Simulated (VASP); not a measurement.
# PbS (Pm-3m) in VASP: a series of runs

Aim: see how the results for PbS move with the level of theory and the settings. Levels: HF, PBE-based screened hybrid with 25 % exact exchange, PBE-based screened hybrid with 5 % exact exchange. Tasks: relaxation of cell and atoms, single point.

Program: VASP 6.6.1. These are calculated values, not measurements. Logs are shortened: lines on timing, memory, paths and dates and some standing lists are left out, and cuts for length are marked.

## 1. The cell of the first run

It takes space group Pm-3m (No. 221, cubic). The conventional cell has a = 3.654 Å, b = 3.654 Å, c = 3.654 Å, α = 90.00°, β = 90.00°, γ = 90.00°. Pb (site symmetry m-3m) has 8 S at 3.16 Å and 6 Pb at 3.65 Å within 4.2 Å. Within 4.2 Å of S (site symmetry m-3m) lie 8 Pb at 3.16 Å and 6 S at 3.65 Å.

## 2. Relaxation of cell and atoms, HF

POSCAR reads:

```
PbS
1.0
    3.6536590000      0.0000000000      0.0000000000
    0.0000000000      3.6536590000      0.0000000000
    0.0000000000      0.0000000000      3.6536590000
Pb S
1 1
Direct
    0.0000000000      0.0000000000      0.0000000000
    0.5000000000      0.5000000000      0.5000000000
```

INCAR.step1 reads:

```
SYSTEM = PbS
ALGO = Normal
EDIFF = 1E-5
ENCUT = 600
GGA = PE
ISMEAR = -1
LASPH = .TRUE.
LCHARG = .FALSE.
LREAL = .FALSE.
LWAVE = .TRUE.
NBANDS = 17
NELM = 60
PREC = Accurate
SIGMA = 0.05
```

INCAR.step2 reads:

```
SYSTEM = PbS
AEXX = 1.0
AGGAC = 0.0
ALDAC = 0.0
ALGO = Normal
EDIFF = 1E-6
EDIFFG = -0.01
ENCUT = 600
GGA = PE
IBRION = 2
ISIF = 3
ISMEAR = -1
ISTART = 1
LASPH = .TRUE.
LCHARG = .FALSE.
LHFCALC = .TRUE.
LREAL = .FALSE.
LWAVE = .FALSE.
NELM = 60
NSW = 60
PREC = Accurate
PRECFOCK = Normal
SIGMA = 0.05
```

KPOINTS reads:

```
k-points
0
G
  4 4 4
  0 0 0
```

Potentials or basis: VASP PAW PBE potentials, release 64 (Pb_d, S).

Launch:

```sh
$ cat potpaw_PBE.64/Pb_d/POTCAR potpaw_PBE.64/S/POTCAR > POTCAR
$ cp INCAR.step1 INCAR
$ mpirun -np 1 vasp_std > vasp.out
$ cp INCAR.step2 INCAR
$ mpirun -np 1 vasp_std > vasp.out
```

OUTCAR:

```text
SYSTEM = PbS
   AEXX = 1.0
   EDIFF = 1E-6
   EDIFFG = -0.01
   ENCUT = 600
   GGA = PE
   IBRION = 2
   ISIF = 3
   ISMEAR = -1
   ISTART = 1
   LASPH = .TRUE.
   LHFCALC = .TRUE.
   LREAL = .FALSE.
   NELM = 60
   NSW = 60
   PREC = Accurate
   PRECFOCK = Normal

 ion  position               nearest neighbor table
   1  0.000  0.000  0.000-   2 3.16   2 3.16   2 3.16   2 3.16   2 3.16   2 3.16   2 3.16   2 3.16

   2  0.500  0.500  0.500-   1 3.16   1 3.16   1 3.16   1 3.16   1 3.16   1 3.16   1 3.16   1 3.16

  LATTYP: Found a simple cubic cell.
 ALAT       =     3.6536590000

  Lattice vectors:

 A1 = (   3.6536590000,   0.0000000000,   0.0000000000)
 A2 = (   0.0000000000,   3.6536590000,   0.0000000000)
 A3 = (   0.0000000000,   0.0000000000,   3.6536590000)

Analysis of symmetry for initial positions (statically):
=====================================================================
 Subroutine PRICEL returns:
 Original cell was already a primitive cell.

 Routine SETGRP: Setting up the symmetry group for a
 simple cubic supercell.

 Subroutine GETGRP returns: Found 48 space group operations
 (whereof 48 operations were pure point group operations)
 out of a pool of 48 trial point group operations.

The static configuration has the point symmetry O_h .

Analysis of symmetry for dynamics (positions and initial velocities):
=====================================================================
 Subroutine PRICEL returns:
 Original cell was already a primitive cell.

 Routine SETGRP: Setting up the symmetry group for a
 simple cubic supercell.

 Subroutine GETGRP returns: Found 48 space group operations
 (whereof 48 operations were pure point group operations)
 out of a pool of 48 trial point group operations.

The dynamic configuration has the point symmetry O_h .

 Subroutine INISYM returns: Found 48 space group operations
 (whereof 48 operations are pure point group operations),
 and found     1 'primitive' translations

----------------------------------------------------------------------------------------

                                     Primitive cell

  volume of cell :      48.7735

  direct lattice vectors                    reciprocal lattice vectors
     3.653659000  0.000000000  0.000000000     0.273698230  0.000000000  0.000000000
     0.000000000  3.653659000  0.000000000     0.000000000  0.273698230  0.000000000
     0.000000000  0.000000000  3.653659000     0.000000000  0.000000000  0.273698230

  length of vectors
     3.653659000  3.653659000  3.653659000     0.273698230  0.273698230  0.273698230

  position of ions in fractional coordinates (direct lattice)
     0.000000000  0.000000000  0.000000000
     0.500000000  0.500000000  0.500000000

  ion indices of the primitive-cell ions
   primitive index   ion index
                 1           1
                 2           2

----------------------------------------------------------------------------------------

 KPOINTS: k-points

Automatic generation of k-mesh.
 Grid dimensions read from file:
 generate k-points for:    4    4    4

 Generating k-lattice:

  Cartesian coordinates                     Fractional coordinates (reciprocal lattice)
     0.068424557  0.000000000  0.000000000     0.250000000  0.000000000  0.000000000
     0.000000000  0.068424557  0.000000000     0.000000000  0.250000000  0.000000000
     0.000000000  0.000000000  0.068424557     0.000000000  0.000000000  0.250000000

  Length of vectors
     0.068424557  0.068424557  0.068424557

  Shift w.r.t. Gamma in fractional coordinates (k-lattice)
     0.000000000  0.000000000  0.000000000

 Subroutine IBZKPT returns following result:
 ===========================================

 Found     10 irreducible k-points:

 Following reciprocal coordinates:
            Coordinates               Weight
  0.000000  0.000000  0.000000      1.000000
  0.250000  0.000000  0.000000      6.000000
  0.500000  0.000000  0.000000      3.000000
  0.250000  0.250000  0.000000     12.000000
  0.500000  0.250000  0.000000     12.000000
  0.500000  0.500000  0.000000      3.000000
  0.250000  0.250000  0.250000      8.000000
  0.500000  0.250000  0.250000     12.000000
  0.500000  0.500000  0.250000      6.000000
  0.500000  0.500000  0.500000      1.000000
   k-points           NKPTS =     10   k-points in BZ     NKDIM =     64   number of bands    NBANDS=     14
   number of dos      NEDOS =    301   number of ions     NIONS =      2
   total plane-waves  NPLWV =  27000
   dimension x,y,z NGX =    30 NGY =   30 NGZ =   30
   dimension x,y,z NGXF=    60 NGYF=   60 NGZF=   60
   ions per type =               1   1
   NGX,Y,Z   is equivalent  to a cutoff of  13.65, 13.65, 13.65 a.u.
   NGXF,Y,Z  is equivalent  to a cutoff of  27.30, 27.30, 27.30 a.u.
 SYSTEM =  PbS
   PREC   = accura    normal or accurate (medium, high low for compatibility)
   ISTART =      1    job   : 0-new  1-cont  2-samecut
   ICHARG =      0    charge: 1-file 2-atom 10-const
   ISPIN  =      1    spin polarized calculation?
   LNONCOLLINEAR =      F non collinear calculations
   LSORBIT =      F    spin-orbit coupling
   LASPH  =      T    aspherical Exc in radial PAW
   ENCUT  =  600.0 eV  44.10 Ry    6.64 a.u.   7.30  7.30  7.30*2*pi/ulx,y,z
   NELM   =     60;   NELMIN=  2; NELMDL=  0     # of ELM steps
   EDIFF  = 0.1E-05   stopping-criterion for ELM
   LREAL  =      F    real-space projection
   EDIFFG = -.1E-01   stopping-criterion for IOM
   NSW    =     60    number of steps for IOM
   IBRION =      2    ionic relax: 0-MD 1-quasi-New 2-CG
   NFREE  =      1    steps in history (QN), initial steepest desc. (CG)
   ISIF   =      3    stress and relaxation
   ISYM   =      3    0-nonsym 1-usesym 2-fastsym
   POTIM  = 0.5000    time-step for ionic-motion
   TEBEG  =    0.0;   TEEND  =   0.0 temperature during run
   PSTRESS=    0.0 pullay stress
   NELECT =      20.0000    total number of electrons
   NUPDOWN=      -1.0000    fix difference up-down
   EMIN   =  10.00;   EMAX   =-10.00  energy-range for DOS
   EFERMI =   0.00;   METHOD = LEGACY
   ISMEAR =    -1;   SIGMA  =   0.05  broadening in eV -4-tet -1-fermi 0-gaus
   EFERMI_NEDOS =   21; number of points for ismear=-14 and -15
   IALGO  =     38    algorithm
   IMIX   =      1    mixing-type and parameters
     AMIX     =   0.40;   BMIX     =  1.00
     AMIX_MAG =   1.60;   BMIX_MAG =  1.00
  volume/ion in A,a.u.               =      24.39       164.57
  Fermi-wavevector in a.u.,A,eV,Ry     =   1.216252  2.298383 20.126668  1.479268
  Thomas-Fermi vector in A             =   2.351612
   LORBIT       =      0    0 simple, 1 ext, 2 COOP (PROOUT), +10 PAW based schemes
   GGA     = PE    functional components
   LHFCALC =     T    Hartree Fock is set to
   PRECFOCK=normal    Normal, Fast or Accurate (Low or Medium for compatibility)
   ENCUT4O =  -1.0   cutoff for four orbital integrals eV
   NKREDX  =     1    reduce k-point grid by
   NKREDY  =     1    reduce k-point grid by
   NKREDZ  =     1    reduce k-point grid by
   AEXX    =    1.0000 exact exchange contribution
   HFSCREEN=    0.0000 screening length (either q_TF or 0.3 A-1)
   HFSCREENC=   0.0000 screening length for correlation (either q_TF or 0.3 A-1)
   ENCUTFOCK=  -1.0 apply spherical cutoff to Coloumb kernel
   IVDW    =     0    specifies the selected vdW correction
   LEPSILON=     F    determine dielectric tensor
   LRPA    =     F    only Hartree local field effects (RPA)
 conjugate gradient relaxation of ions
 non-spin polarized calculation
  energy-cutoff  :      600.00
  volume of cell :       48.77
 maximum number of plane-waves:      1654
 NGX is ok and might be reduce to    30
  NGX = 24; NGY = 24; NGZ = 24

--------------------------------------- Ionic step        1  -------------------------------------------

 number of electron      19.9999997 magnetization

 Free energy of the ion-electron system (eV)
  ---------------------------------------------------
  ext. energy  EPLUGINS =         0.00000000
  ---------------------------------------------------
  free energy    TOTEN  =       -16.81019812 eV

  energy without entropy =      -16.81019526  energy(sigma->0) =      -16.81019669

------------------------ aborting loop because EDIFF is reached ----------------------------------------

  FORCE on cell =-STRESS in cart. coord.  units (eV):
  Direction    XX          YY          ZZ          XY          YZ          ZX
  --------------------------------------------------------------------------------------
  -------------------------------------------------------------------------------------
  Total        0.8348442      0.8348442      0.8348442      0.0000000     -0.0000000     -0.0000000
  in kB       27.4240740     27.4240740     27.4240740      0.0000000     -0.0000000     -0.0000000
  external PRESSURE =      27.4240740 kB  Pullay stress =       0.0000000 kB

 VOLUME and BASIS-vectors are now :
 -----------------------------------------------------------------------------
  energy-cutoff  :      600.00
  volume of cell :       48.77
      direct lattice vectors                 reciprocal lattice vectors
     3.653659000  0.000000000  0.000000000     0.273698230  0.000000000  0.000000000
     0.000000000  3.653659000  0.000000000     0.000000000  0.273698230  0.000000000
     0.000000000  0.000000000  3.653659000     0.000000000  0.000000000  0.273698230
[... 109 lines left out ...]
 POSITION                                       TOTAL-FORCE (eV/Angst)
 -----------------------------------------------------------------------------------
     -0.00000     -0.00000      3.73934        -0.000000     -0.000000      0.000000
      1.86967      1.86967      1.86967         0.000000      0.000000      0.000000
 -----------------------------------------------------------------------------------
    total drift:                                0.000001      0.000001      0.000001

  FREE ENERGIE OF THE ION-ELECTRON SYSTEM (eV)
  ---------------------------------------------------
  free  energy   TOTEN  =       -17.0313261723 eV

  energy  without entropy=      -17.0313261723  energy(sigma->0) =      -17.03132617

--------------------------------------- Ionic step        5  -------------------------------------------

 number of electron      20.0000005 magnetization

 Free energy of the ion-electron system (eV)
  ---------------------------------------------------
  ext. energy  EPLUGINS =         0.00000000
  ---------------------------------------------------
  free energy    TOTEN  =       -17.03188099 eV

  energy without entropy =      -17.03188099  energy(sigma->0) =      -17.03188099

 E-fermi :   4.4900     XC(G=0):   0.0000

 val. band max:        3.3466192486   @ k =   0.5000   0.0000   0.0000
 cond. band min:       8.3541870425   @ k =   0.5000   0.5000   0.5000
 fundamental gap:      5.0075677939
 Fermi energy:         4.4899583726

 k-point     1 :       0.0000    0.0000    0.0000
  band No.  band energies     occupation
      1     -20.2570      2.00000
      2     -20.2570      2.00000
      3     -20.1163      2.00000
      4     -20.1163      2.00000
      5     -20.1163      2.00000
      6     -14.6568      2.00000
      7      -4.9861      2.00000
      8       1.1078      2.00000
      9       1.1078      2.00000
     10       1.1078      2.00000
     11      15.3216      0.00000
     12      15.3216      0.00000
     13      16.6032      0.00000
     14      16.6032      0.00000

 k-point     2 :       0.2500    0.0000    0.0000
  band No.  band energies     occupation
      1     -20.2529      2.00000
      2     -20.1953      2.00000
      3     -20.1419      2.00000
      4     -20.1419      2.00000
      5     -20.1137      2.00000
      6     -14.0922      2.00000
      7      -6.4688      2.00000
      8       1.7038      2.00000
      9       1.7038      2.00000
     10       1.8238      2.00000
[... 160 lines left out ...]
 POSITION                                       TOTAL-FORCE (eV/Angst)
 -----------------------------------------------------------------------------------
      0.00000      0.00000      0.00000         0.000000     -0.000000      0.000000
      1.87476      1.87476      1.87476        -0.000000      0.000000      0.000000
 -----------------------------------------------------------------------------------
    total drift:                               -0.000000     -0.000000     -0.000001

  FREE ENERGIE OF THE ION-ELECTRON SYSTEM (eV)
  ---------------------------------------------------
  free  energy   TOTEN  =       -17.0318809901 eV

  energy  without entropy=      -17.0318809900  energy(sigma->0) =      -17.03188099

 reached required accuracy - stopping structural energy minimisation
```

Run time: 40 min. Hardware: 1 thread of Intel Xeon Platinum 8488C (Sapphire Rapids), shared host; peak memory 0.18 GiB.

What came out:

* Free energy: -17.0319 eV
* Relaxed volume: 26.36 Å³/atom
* Relaxed cell: a = 3.750 Å, b = 3.750 Å, c = 3.750 Å, α = 90.00°, β = 90.00°, γ = 90.00°
* Space group after relaxing (to 0.1 Å): Pm-3m (No. 221)
* Energy gained by relaxing: 110.8 meV/atom
* Ionic steps: 5
* Pressure after relaxing: 0.0 GPa
* Band gap on the k mesh: 5.01 eV (least direct gap 5.87 eV)

Step by step:
```
step  energy change (eV)  largest force (eV/Å)  pressure (GPa)  volume (Å³)
   1              0.0000                0.0000            2.74        48.77
   2             -0.2188                0.0000            1.02        51.78
   3             -0.2191                0.0000            0.98        51.83
   4             -0.2211                0.0000            0.47        52.29
   5             -0.2217                0.0000            0.00        52.71
```

Final structure:
```yaml
crystal:
  lattice:
    - [3.74952, 0.00000, 0.00000]
    - [0.00000, 3.74952, 0.00000]
    - [0.00000, 0.00000, 3.74952]
  atoms:
    - { symbol: Pb, position: [0.00000, 0.00000, 0.00000] }
    - { symbol: S, position: [0.50000, 0.50000, 0.50000] }
```

Caveat: the k points lie up to 0.42 Å⁻¹ apart in the final cell; the PAW data sets were made with another functional, which shifts forces and pressure a little; spin-orbit coupling is left out, which moves the levels of the heavy elements.

## 3. Single point, PBE-based screened hybrid with 25 % exact exchange

POSCAR is that of step 2.

INCAR.step1 reads:

```
SYSTEM = PbS
  ALGO = Normal
  EDIFF = 1E-5
  ENCUT = 520
  GGA = PE
  ISIF = 2
  ISMEAR = -1
  LASPH = .TRUE.
  LCHARG = .FALSE.
  LREAL = .FALSE.
  LWAVE = .TRUE.
  NBANDS = 17
  NELM = 80
  PREC = Accurate
  SIGMA = 0.05
```

INCAR.step2 reads:

```
SYSTEM = PbS
  AEXX = 0.25
  ALGO = Normal
  EDIFF = 1E-6
  ENCUT = 520
  GGA = PE
  HFSCREEN = 0.4
  ISIF = 2
  ISMEAR = -1
  ISTART = 1
  LASPH = .TRUE.
  LCHARG = .FALSE.
  LHFCALC = .TRUE.
  LREAL = .FALSE.
  LWAVE = .FALSE.
  NBANDS = 17
  NELM = 80
  PREC = Accurate
  PRECFOCK = Normal
  SIGMA = 0.05
```

KPOINTS is that of step 2.

Potentials or basis: VASP PAW PBE potentials, release 64 (Pb_d, S).

Launch:

```sh
$ cat potpaw_PBE.64/Pb_d/POTCAR potpaw_PBE.64/S/POTCAR > POTCAR
$ cp INCAR.step1 INCAR
$ mpirun -np 1 vasp_std > vasp.out
$ cp INCAR.step2 INCAR
$ mpirun -np 1 vasp_std > vasp.out
```

Run time: 8.9 min. Hardware: 1 thread of Intel Xeon Platinum 8375C at 2.90GHz (Ice Lake), shared host; peak memory 0.28 GiB.

The run converged. Its results:

* Free energy: -9.1719 eV
* Pressure: -2.0 GPa
* Band gap on the k mesh: zero (bands 10 and 11 overlap by 0.22 eV)

Levels at points of the mesh, in eV from the Fermi level:
```tsv
k point	band 7	band 8	band 9	band 10	band 11	band 12	band 13	band 14
(0.00, 0.00, 0.00)	-6.85	-1.59	-1.59	-1.59	6.05	6.05	7.30	7.30
(0.50, 0.00, 0.00)	-9.37	-0.42	-0.42	0.10	0.75	4.51	4.51	7.37
(0.50, 0.50, 0.00)	-7.39	-4.60	-4.60	-0.19	4.83	4.83	6.63	7.86
(0.50, 0.50, 0.50)	-5.98	-2.47	-2.47	-2.47	-0.13	-0.13	-0.13	14.73
```

Caveat: the k points lie up to 0.43 Å⁻¹ apart; the PAW data sets were made with another functional, which shifts forces and pressure a little; spin-orbit coupling is left out, which moves the levels of the heavy elements.

## 4. Single point, PBE-based screened hybrid with 25 % exact exchange

POSCAR is that of step 3.

INCAR.step1 reads:

```
SYSTEM = PbS
PREC = Accurate
ENCUT = 520
EDIFF = 1E-5
ISMEAR = -1
SIGMA = 0.05
LREAL = .False.
LASPH = .True.
NELM = 80
ALGO = Normal
ISIF = 2
LWAVE = .True.
NBANDS = 17
GGA = PE
```

INCAR.step2 reads:

```
SYSTEM = PbS
PREC = Accurate
ENCUT = 520
EDIFF = 1E-6
ISMEAR = -1
SIGMA = 0.05
LREAL = .False.
LASPH = .True.
NELM = 80
ALGO = Normal
ISIF = 2
LWAVE = .False.
LCHARG = .True.
GGA = PE
LHFCALC = .True.
AEXX = 0.25
HFSCREEN = 0.6
PRECFOCK = Normal
LELF = .True.
LVHAR = .True.
NBANDS = 17
ISTART = 1
```

KPOINTS reads:

```
Automatic mesh
0
Gamma
  4 4 4
  0 0 0
```

Launch:

```sh
$ cat potpaw_PBE.64/Pb_d/POTCAR potpaw_PBE.64/S/POTCAR > POTCAR
$ cp INCAR.step1 INCAR
$ mpirun -np 1 vasp_std > vasp.out
$ cp INCAR.step2 INCAR
$ mpirun -np 1 vasp_std > vasp.out
```

Wall time 8.2 min (1 thread of Intel Xeon Platinum 8375C at 2.90GHz (Ice Lake), shared host); peak memory 0.28 GiB.

It converged, with:

* Free energy: -8.8016 eV
* Pressure: -1.6 GPa
* Band gap on the k mesh: zero (bands 10 and 11 overlap by 0.29 eV)

Levels at points of the mesh, in eV from the Fermi level:
```
           k point  band 7  band 8  band 9  band 10  band 11  band 12  band 13  band 14
(0.00, 0.00, 0.00)   -6.76   -1.51   -1.51    -1.51     5.89     5.89     7.09     7.09
(0.50, 0.00, 0.00)   -9.13   -0.37   -0.37     0.09     0.65     4.36     4.36     7.20
(0.50, 0.50, 0.00)   -7.24   -4.45   -4.45    -0.15     4.66     4.66     6.44     7.68
(0.50, 0.50, 0.50)   -5.88   -2.36   -2.36    -2.36    -0.19    -0.19    -0.19    14.45
```

Caveat: the k points lie up to 0.43 Å⁻¹ apart; the PAW data sets were made with another functional, which shifts forces and pressure a little; spin-orbit coupling is left out, which moves the levels of the heavy elements.

[end of part 1 of 2]

The gap in the log of VASP goes by the Fermi energy; the results here count the filled bands.